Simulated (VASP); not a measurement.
# InSe (P6_3/mmc) in VASP: a series of runs

Runs on InSe. Level: PBE+D3(BJ). Tasks: single point.

Everything below comes from runs of VASP 6.6.1. Logs are shortened: lines on timing, memory, paths and dates and some standing lists are left out, and cuts for length are marked.

## 1. The cell of the first run

It takes space group P6_3/mmc (No. 194, hexagonal). Conventional cell: a = 3.922 Å, b = 3.922 Å, c = 16.119 Å, α = 90.00°, β = 90.00°, γ = 120.00°. Within 3.5 Å of In (site symmetry 3m) lie 3 Se at 2.62 Å and 1 In at 2.74 Å. Se (site symmetry 3m) has 3 In at 2.62 Å within 3.5 Å.

## 2. Single point, PBE+D3(BJ) (volume scaled by 0.91, then relaxed in part)

INCAR

```
PREC = Accurate
ENCUT = 520
EDIFF = 1E-6
ISMEAR = 0
SIGMA = 0.02
LREAL = False
LASPH = True
NELM = 100
ALGO = Normal
ISIF = 2
LWAVE = False
LCHARG = False
GGA = PE
IVDW = 12
NBANDS = 48
```

KPOINTS

```
regular mesh
0
Gamma
  12 12 2
```

POSCAR

```
InSe
1.0
    3.9221165283      0.0000000000      0.0000000000
   -1.9610582641      3.3966525501      0.0000000000
    0.0000000000      0.0000000000     16.1186137897
In Se
4 4
Direct
    0.3333333333      0.6666666667      0.1650649855
    0.6666666667      0.3333333333      0.6650649855
    0.3333333333      0.6666666667      0.3349350145
    0.6666666667      0.3333333333      0.8349350145
    0.3333333333      0.6666666667      0.5832044031
    0.6666666667      0.3333333333      0.0832044031
    0.3333333333      0.6666666667      0.9167955969
    0.6666666667      0.3333333333      0.4167955969
```

Potentials or basis: VASP PAW PBE potentials, release 64 (In_d, Se).

On the command line:

```bash
cat potpaw_PBE.64/In_d/POTCAR potpaw_PBE.64/Se/POTCAR > POTCAR
mpirun -np 1 vasp_std > vasp.out
```

OUTCAR:

```text
PREC = Accurate
   ENCUT = 520
   EDIFF = 1E-6
   ISMEAR = 0
   LREAL = False
   LASPH = True
   NELM = 100
   ISIF = 2
   GGA = PE
   IVDW = 12
 IVDW          = 12

 ion  position               nearest neighbor table
   1  0.333  0.667  0.165-   6 2.62   6 2.62   6 2.62   3 2.74
   2  0.667  0.333  0.665-   5 2.62   5 2.62   5 2.62   4 2.74
   3  0.333  0.667  0.335-   8 2.62   8 2.62   8 2.62   1 2.74
   4  0.667  0.333  0.835-   7 2.62   7 2.62   7 2.62   2 2.74
   5  0.333  0.667  0.583-   2 2.62   2 2.62   2 2.62
   6  0.667  0.333  0.083-   1 2.62   1 2.62   1 2.62
   7  0.333  0.667  0.917-   4 2.62   4 2.62   4 2.62
   8  0.667  0.333  0.417-   3 2.62   3 2.62   3 2.62

  LATTYP: Found a hexagonal cell.
 ALAT       =     3.9221165283
 C/A-ratio  =     4.1096723347

  Lattice vectors:

 A1 = (   3.9221165283,   0.0000000000,   0.0000000000)
 A2 = (  -1.9610582641,   3.3966525501,   0.0000000000)
 A3 = (   0.0000000000,   0.0000000000,  16.1186137897)

Analysis of symmetry for initial positions (statically):
=====================================================================
 Subroutine PRICEL returns:
 Original cell was already a primitive cell.

 Routine SETGRP: Setting up the symmetry group for a
 hexagonal supercell.

 Subroutine GETGRP returns: Found 24 space group operations
 (whereof 12 operations were pure point group operations)
 out of a pool of 24 trial point group operations.

The static configuration has the point symmetry D_3d.
 The point group associated with its full space group is D_6h.

Analysis of symmetry for dynamics (positions and initial velocities):
=====================================================================
 Subroutine PRICEL returns:
 Original cell was already a primitive cell.

 Routine SETGRP: Setting up the symmetry group for a
 hexagonal supercell.

 Subroutine GETGRP returns: Found 24 space group operations
 (whereof 12 operations were pure point group operations)
 out of a pool of 24 trial point group operations.

The dynamic configuration has the point symmetry D_3d.
 The point group associated with its full space group is D_6h.

 Subroutine INISYM returns: Found 24 space group operations
 (whereof 12 operations are pure point group operations),
 and found     1 'primitive' translations

----------------------------------------------------------------------------------------

                                     Primitive cell

  volume of cell :     214.7333

  direct lattice vectors                    reciprocal lattice vectors
     3.922116528  0.000000000  0.000000000     0.254964378  0.147203752  0.000000000
    -1.961058264  3.396652550  0.000000000     0.000000000  0.294407504  0.000000000
     0.000000000  0.000000000 16.118613790     0.000000000  0.000000000  0.062040074

  length of vectors
     3.922116528  3.922116528 16.118613790     0.294407504  0.294407504  0.062040074

  position of ions in fractional coordinates (direct lattice)
     0.333333333  0.666666667  0.165064986
     0.666666667  0.333333333  0.665064986
     0.333333333  0.666666667  0.334935014
     0.666666667  0.333333333  0.834935014
     0.333333333  0.666666667  0.583204403
     0.666666667  0.333333333  0.083204403
     0.333333333  0.666666667  0.916795597
     0.666666667  0.333333333  0.416795597

  ion indices of the primitive-cell ions
   primitive index   ion index
                 1           1
                 2           2
                 3           3
                 4           4
                 5           5
                 6           6
                 7           7
                 8           8

----------------------------------------------------------------------------------------

 KPOINTS: regular mesh

Automatic generation of k-mesh.
 Grid dimensions read from file:
 generate k-points for:   12   12    2

 Generating k-lattice:

  Cartesian coordinates                     Fractional coordinates (reciprocal lattice)
     0.021247031  0.012266979  0.000000000     0.083333333  0.000000000  0.000000000
     0.000000000  0.024533959  0.000000000     0.000000000  0.083333333  0.000000000
     0.000000000  0.000000000  0.031020037     0.000000000  0.000000000  0.500000000

  Length of vectors
     0.024533959  0.024533959  0.031020037

  Shift w.r.t. Gamma in fractional coordinates (k-lattice)
     0.000000000  0.000000000  0.000000000

 Subroutine IBZKPT returns following result:
 ===========================================

 Found     38 irreducible k-points:

 Following reciprocal coordinates:
            Coordinates               Weight
  0.000000  0.000000  0.000000      1.000000
  0.083333  0.000000  0.000000      6.000000
  0.166667  0.000000  0.000000      6.000000
  0.250000  0.000000  0.000000      6.000000
  0.333333  0.000000  0.000000      6.000000
  0.416667  0.000000  0.000000      6.000000
[... 16 lines left out ...]
  0.250000  0.000000  0.500000      6.000000
  0.333333  0.000000  0.500000      6.000000
 [... further k-points ...]
   k-points           NKPTS =     38   k-points in BZ     NKDIM =     38   number of bands    NBANDS=     48
   number of dos      NEDOS =    301   number of ions     NIONS =      8
   total plane-waves  NPLWV = 108000
   dimension x,y,z NGX =    30 NGY =   30 NGZ =  120
   dimension x,y,z NGXF=    60 NGYF=   60 NGZF=  240
   ions per type =               4   4
   NGX,Y,Z   is equivalent  to a cutoff of  12.72, 12.72, 12.38 a.u.
   NGXF,Y,Z  is equivalent  to a cutoff of  25.43, 25.43, 24.75 a.u.
 SYSTEM =  unknown system
   PREC   = accura    normal or accurate (medium, high low for compatibility)
   ISTART =      0    job   : 0-new  1-cont  2-samecut
   ICHARG =      2    charge: 1-file 2-atom 10-const
   ISPIN  =      1    spin polarized calculation?
   LNONCOLLINEAR =      F non collinear calculations
   LSORBIT =      F    spin-orbit coupling
   LASPH  =      T    aspherical Exc in radial PAW
   ENCUT  =  520.0 eV  38.22 Ry    6.18 a.u.   7.29  7.29 29.97*2*pi/ulx,y,z
   NELM   =    100;   NELMIN=  2; NELMDL= -5     # of ELM steps
   EDIFF  = 0.1E-05   stopping-criterion for ELM
   LREAL  =      F    real-space projection
   EDIFFG = 0.1E-04   stopping-criterion for IOM
   NSW    =      0    number of steps for IOM
   IBRION =     -1    ionic relax: 0-MD 1-quasi-New 2-CG
   NFREE  =      0    steps in history (QN), initial steepest desc. (CG)
   ISIF   =      2    stress and relaxation
   ISYM   =      2    0-nonsym 1-usesym 2-fastsym
   POTIM  = 0.5000    time-step for ionic-motion
   TEBEG  =    0.0;   TEEND  =   0.0 temperature during run
   PSTRESS=    0.0 pullay stress
   NELECT =      76.0000    total number of electrons
   NUPDOWN=      -1.0000    fix difference up-down
   EMIN   =  10.00;   EMAX   =-10.00  energy-range for DOS
   EFERMI =   0.00;   METHOD = LEGACY
   ISMEAR =     0;   SIGMA  =   0.02  broadening in eV -4-tet -1-fermi 0-gaus
   EFERMI_NEDOS =   21; number of points for ismear=-14 and -15
   IALGO  =     38    algorithm
   IMIX   =      4    mixing-type and parameters
     AMIX     =   0.40;   BMIX     =  1.00
     AMIX_MAG =   1.60;   BMIX_MAG =  1.00
  volume/ion in A,a.u.               =      26.84       181.14
  Fermi-wavevector in a.u.,A,eV,Ry     =   1.158012  2.188325 18.245290  1.340991
  Thomas-Fermi vector in A             =   2.294618
   LORBIT       =      0    0 simple, 1 ext, 2 COOP (PROOUT), +10 PAW based schemes
   GGA     = PE    functional components
   LHFCALC =     F    Hartree Fock is set to
   AEXX    =    0.0000 exact exchange contribution
   IVDW    =    12    specifies the selected vdW correction
   LEPSILON=     F    determine dielectric tensor
   LRPA    =     F    only Hartree local field effects (RPA)
 non-spin polarized calculation
 Gauss-broadening in eV      SIGMA  =   0.02
  energy-cutoff  :      520.00
  volume of cell :      214.73
 maximum number of plane-waves:      5861
 NGX is ok and might be reduce to    30
   NGX = 15   NGY = 15   NGZ = 59

 number of electron      76.0000007 magnetization

 Free energy of the ion-electron system (eV)
  ---------------------------------------------------
  ext. energy  EPLUGINS =         0.00000000
  ---------------------------------------------------
  free energy    TOTEN  =       -27.85128947 eV

  energy without entropy =      -27.85128947  energy(sigma->0) =      -27.85128947

 E-fermi :   5.0801     XC(G=0):  -9.3460

 val. band max:        4.9376338750   @ k =   0.0833   0.0000   0.0000
 cond. band min:       5.5374433622   @ k =   0.0000   0.0000   0.0000
 fundamental gap:      0.5998094871
 Fermi energy:         5.0800722600

 k-point     1 :       0.0000    0.0000    0.0000
  band No.  band energies     occupation
      1      -9.9680      2.00000
      2      -9.9663      2.00000
      3      -9.7540      2.00000
      4      -9.7540      2.00000
      5      -9.7530      2.00000
      6      -9.7530      2.00000
[... 40 lines left out ...]
     47       9.7410      0.00000
     48      10.4942      0.00000

 k-point     2 :       0.0833    0.0000    0.0000
  band No.  band energies     occupation
      1      -9.9673      2.00000
      2      -9.9656      2.00000
      3      -9.7952      2.00000
      4      -9.7830      2.00000
      5      -9.7529      2.00000
      6      -9.7519      2.00000
[... 40 lines left out ...]
     47       9.7467      0.00000
     48      10.1978      0.00000

 k-point     3 :       0.1667    0.0000    0.0000
  band No.  band energies     occupation
      1      -9.9708      2.00000
      2      -9.9700      2.00000
      3      -9.8740      2.00000
      4      -9.8470      2.00000
      5      -9.7949      2.00000
      6      -9.7636      2.00000
[... 1060 lines left out ...]
     47       9.6215      0.00000
     48       9.6215      0.00000

 k-point    24 :       0.3333    0.0000    0.5000
  band No.  band energies     occupation
      1     -10.0617      2.00000
      2     -10.0617      2.00000
      3      -9.9391      2.00000
      4      -9.9391      2.00000
      5      -9.9061      2.00000
      6      -9.9061      2.00000
[... 40 lines left out ...]
     47       9.5485      0.00000
     48       9.5485      0.00000

 [... further k-points ...]

------------------------ aborting loop because EDIFF is reached ----------------------------------------

 Edisp (eV)   -2.63460

 E8    (eV) :    -1.2079

  FORCE on cell =-STRESS in cart. coord.  units (eV):
  Direction    XX          YY          ZZ          XY          YZ          ZX
  --------------------------------------------------------------------------------------
  -------------------------------------------------------------------------------------
  Total       4.72946     4.72946     4.73228     0.00000     0.00000     0.00000
  in kB      35.28769    35.28769    35.30869     0.00000     0.00000     0.00000
  external pressure =       35.29 kB  Pullay stress =        0.00 kB

 VOLUME and BASIS-vectors are now :
 -----------------------------------------------------------------------------
  energy-cutoff  :      520.00
  volume of cell :      214.73
      direct lattice vectors                 reciprocal lattice vectors
     3.922116528  0.000000000  0.000000000     0.254964378  0.147203752  0.000000000
    -1.961058264  3.396652550  0.000000000     0.000000000  0.294407504  0.000000000
     0.000000000  0.000000000 16.118613790     0.000000000  0.000000000  0.062040074

 POSITION                                       TOTAL-FORCE (eV/Angst)
 -----------------------------------------------------------------------------------
     -0.00000      2.26444      2.66062         0.000000     -0.000000      0.016017
      1.96106      1.13222     10.71993        -0.000000      0.000000      0.016017
     -0.00000      2.26444      5.39869         0.000000     -0.000000     -0.016017
      1.96106      1.13222     13.45800        -0.000000      0.000000     -0.016017
     -0.00000      2.26444      9.40045         0.000000      0.000000     -0.016702
      1.96106      1.13222      1.34114        -0.000000     -0.000000     -0.016702
     -0.00000      2.26444     14.77747         0.000000      0.000000      0.016702
      1.96106      1.13222      6.71817        -0.000000     -0.000000      0.016702
 -----------------------------------------------------------------------------------
    total drift:                               -0.000000      0.000000      0.000000

  FREE ENERGIE OF THE ION-ELECTRON SYSTEM (eV)
  ---------------------------------------------------
  free  energy   TOTEN  =       -30.4858905101 eV

  energy  without entropy=      -30.4858905101  energy(sigma->0) =      -30.48589051
```

Wall time 5.4 min (1 thread of Intel Xeon Platinum 8488C (Sapphire Rapids), shared host); peak memory 0.51 GiB.

Results:

```
Free energy                : -30.4859 eV
Pressure                   : 3.5 GPa
Largest force              : 0.017 eV/Å
Band gap on the k mesh     : 0.60 eV, indirect (least direct gap 0.62 eV)
Dispersion energy per atom : -0.329 eV
```

Forces on the atoms (eV/Å):
```
In   0.000  0.000  0.016
In   0.000  0.000  0.016
In   0.000  0.000 -0.016
In   0.000  0.000 -0.016
Se   0.000  0.000 -0.017
Se   0.000  0.000 -0.017
Se   0.000  0.000  0.017
Se   0.000  0.000  0.017
```

Caveat: spin-orbit coupling is left out, which moves the levels of the heavy elements.

(Part 1 of 2 ends here.)
